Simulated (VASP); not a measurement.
Write the native input for VASP 6.6.1 that does the following.

```yaml
Task: electric field gradients
Functional: LDA
Potentials_or_basis: VASP PAW LDA potentials, release 64 (Mg, B)
Cutoff: 520 eV
k_mesh: 12 × 12 × 9
Occupations: fermi-dirac, width 0.05 eV
Spin: no spin polarisation
Dipole_correction: no
Further_INCAR_settings: ALGO = Normal; EDIFF = 1e-08; NBANDS = 11
```

The structure of MgB2 lies in POSCAR:

```
MgB2
1.0
    3.0850007055     -0.0462750106     -0.0462750106
   -1.5825756875      2.6948264870     -0.0169378294
   -0.0528450000     -0.0528450000      3.5230000000
Mg B
1 2
Direct
    0.0000000000      0.0000000000      0.0000000000
    0.3333333333      0.6666666667      0.5000000000
    0.6666666667      0.3333333333      0.5000000000
```

This cell differs from its parent crystal: equal xy, yz and zx shear strains of -3 %.

One way to write it, as run:

INCAR

```
SYSTEM = MgB2
ALGO = Normal
EDIFF = 1E-8
ENCUT = 520
ISIF = 2
ISMEAR = -1
LASPH = .True.
LCHARG = .False.
LEFG = .True.
LREAL = .False.
LWAVE = .False.
NBANDS = 11
NELM = 60
PREC = Accurate
SIGMA = 0.05
```

KPOINTS

```
k-points
0
Gamma
  12 12 9
  0 0 0
```

Potentials or basis: VASP PAW LDA potentials, release 64 (Mg, B).

The run is started by

```sh
$ cat potpaw_LDA.64/Mg/POTCAR potpaw_LDA.64/B/POTCAR > POTCAR
$ mpirun -np 1 vasp_std > vasp.out
```

It gave:

* Pressure: -7.8 GPa
* Largest force: 0.060 eV/Å
* Band gap on the k mesh: zero (bands 4 and 5 overlap by 3.52 eV)
* Largest electric field gradient by atom: Mg -6.5; B +20.0 V/Å²

Caveat: the cell differs from its parent crystal (equal xy, yz and zx shear strains of -3 %); the cell stands under tension; without QUAD_EFG the Cq values of the log hold for a quadrupole moment of 1 mb, not for the nuclei.

Run time: 3.7 min on 1 thread of Intel Xeon 8259CL (shared host), peak memory 0.32 GiB.
